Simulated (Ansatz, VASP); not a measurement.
## Two plane-wave programs on Si4GePt

```xyz
6
Lattice="0.0000 3.6429 3.6429 3.6429 0.0000 3.6429 3.6429 3.6429 0.0000" Properties=species:S:1:pos:R:3 pbc="T T T"
Si    4.5546    6.3742    4.5546
Si    6.3742    4.5546    4.5546
Si    6.3742    6.3742    6.3742
Si    4.5546    4.5546    6.3742
Ge    3.6429    3.6429    3.6429
Pt    1.8215    1.8215    1.8215
```

Change from the starting cell: species swapped into the SmYCo4 type (F-43m, No. 216).

Alike in both runs: task single point; functional PBE; k mesh 4 × 4 × 4; occupations gaussian, width 0.1 eV; no spin polarisation.

|  | VASP | Ansatz |
| --- | --- | --- |
| version | VASP 6.6.1 | Ansatz 0.2.0 |
| potentials or method | VASP PAW PBE potentials, release 64 (Si, Ge_d, Pt), cutoff 520 eV | scalar-relativistic, plane waves, PAW |
| valence electrons in the cell | 40 | 48 |

```csv
,VASP,Ansatz,Ansatz less VASP
gap on the k mesh at the Fermi level (eV),none,none,-
pressure (GPa),-0.7,-0.7,+0.05
rms of the force components (eV/Å),0.016,0.016,-0.0004
```

Atom by atom the forces differ by 0.000 eV/Å (rms over components). A gap of «none» marks a metal or a gap that the smearing closes. VASP's potentials hold 40 valence electrons a cell and Ansatz's 48, so a difference there can come from the potentials and not from the codes.

The k mesh is coarse, so the values compare programs but aren't converged. Neither program's run includes spin-orbit coupling.
